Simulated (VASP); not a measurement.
Here is a VASP 6.6.1 calculation.

Contents of POSCAR:

```
Sb
1.0
    4.4665073636      0.0000000000      0.0000000000
    0.0000000000      4.3613480807      0.0000000000
   -1.3026719609      0.0000000000      6.2783327531
Sb
4
Direct
    0.3399300000      0.2500000000      0.6836700000
    0.9366380000      0.7500000000      0.7627580000
    0.0633620000      0.2500000000      0.2372420000
    0.6600700000      0.7500000000      0.3163300000
```

File INCAR.step1:

```
SYSTEM = Sb
PREC = Accurate
ENCUT = 520
ISMEAR = -1
SIGMA = 0.05
LREAL = .False.
LASPH = .True.
NELM = 60
NBANDS = 18
GGA = PE
ALGO = Normal
EDIFF = 1E-4
LWAVE = .True.
LCHARG = .False.
```

The input INCAR.step2:

```
SYSTEM = Sb
PREC = Accurate
ENCUT = 520
EDIFF = 1E-6
ISMEAR = -1
SIGMA = 0.05
LREAL = .False.
LASPH = .True.
NELM = 60
ALGO = Normal
ISIF = 2
LWAVE = .False.
LCHARG = .True.
METAGGA = R2SCAN
LMIXTAU = .True.
LELF = .True.
LVHAR = .True.
NBANDS = 18
ISTART = 1
```

The input KPOINTS:

```
regular mesh
0
Gamma
  6 6 4
  0 0 0
```

Potentials or basis: VASP PAW PBE potentials, release 64 (Sb).

Run with:

```bash
$ cat potpaw_PBE.64/Sb/POTCAR > POTCAR
$ cp INCAR.step1 INCAR
$ mpirun -np 1 vasp_std > vasp.out
$ cp INCAR.step2 INCAR
$ mpirun -np 1 vasp_std > vasp.out
```

Question: Estimate the pressure.

Answer: 1.6 GPa.

Question: What does it give for the largest force?

Answer: 0.207 eV/Å.

Forces on the atoms (eV/Å):
```
Sb  -0.029  0.000  0.205
Sb   0.089  0.000  0.031
Sb  -0.089  0.000 -0.031
Sb   0.029  0.000 -0.205
```

Caveat: the PAW data sets were made with another functional, which shifts forces and pressure a little.
